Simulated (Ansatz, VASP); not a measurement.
# One calculation of Y2F, two programs

File INCAR:

```
PREC     = Accurate       # precision mode
ENCUT    = 520            # plane-wave cutoff, eV
EDIFF    = 1E-6           # SCF threshold, eV
ISMEAR   = 0              # smearing method
SIGMA    = 0.1            # smearing width, eV
LREAL    = F              # projectors in reciprocal space
LASPH    = T              # aspherical terms in the spheres
NELM     = 100            # most SCF steps
ALGO     = Normal         # electronic algorithm
ISIF     = 2              # what is computed and relaxed
LWAVE    = F              # write WAVECAR
LCHARG   = T              # write CHGCAR
GGA      = PE             # functional
LELF     = T              # ELF
LVHAR    = T            
NBANDS   = 38             # bands
```

KPOINTS

```
regular mesh
0
Gamma
  6 6 6
```

Contents of POSCAR:

```
Y2F
1.0
    5.2001705544      0.0000000000      0.0000000000
    0.0000000000      5.2001705544      0.0000000000
    0.0000000000      0.0000000000      5.2001705544
Y F
4 2
Direct
    0.7500000000      0.2500000000      0.2500000000
    0.7500000000      0.7500000000      0.7500000000
    0.2500000000      0.7500000000      0.2500000000
    0.2500000000      0.2500000000      0.7500000000
    0.0000000000      0.0000000000      0.0000000000
    0.5000000000      0.5000000000      0.5000000000
```

Input for Ansatz:

```yaml
crystal:
  lattice:
    - [5.2001705544, 0.0, 0.0]
    - [0.0, 5.2001705544, 0.0]
    - [0.0, 0.0, 5.2001705544]
  atoms:
    - { symbol: "Y", position: [0.75, 0.25, 0.25] }
    - { symbol: "Y", position: [0.75, 0.75, 0.75] }
    - { symbol: "Y", position: [0.25, 0.75, 0.25] }
    - { symbol: "Y", position: [0.25, 0.25, 0.75] }
    - { symbol: F, position: [0.0, 0.0, 0.0] }
    - { symbol: F, position: [0.5, 0.5, 0.5] }
basis:
  ecutwfc: 420
kpoints:
  mp_grid: { grid: [6, 6, 6] }
hamiltonian:
  xc: pbe
scf:
  occupations: { method: gaussian, width: 0.1 }
output:
  forces: true
  stress: true
  eigenvalues: true
  write_density: true
  write_potential: true
  elf: true
  volumetric_format: npy
```

Alike in both runs: task single point; functional PBE; k mesh 6 × 6 × 6; occupations gaussian, width 0.1 eV; no spin polarisation.

|  | VASP | Ansatz |
| --- | --- | --- |
| version | VASP 6.6.1 | Ansatz 0.2.0 |
| potentials or method | VASP PAW PBE potentials, release 64 (Y_sv, F), cutoff 520 eV | scalar-relativistic, plane waves, PAW |
| valence electrons in the cell | 58 | 58 |

```tsv
	VASP	Ansatz	Ansatz less VASP
gap on the k mesh at the Fermi level (eV)	none	none	-
pressure (GPa)	4.0	4.1	+0.12
```

A gap of «none» marks a metal or a gap that the smearing closes. With one functional, cell and mesh, what is left measures potentials, basis and numerics.
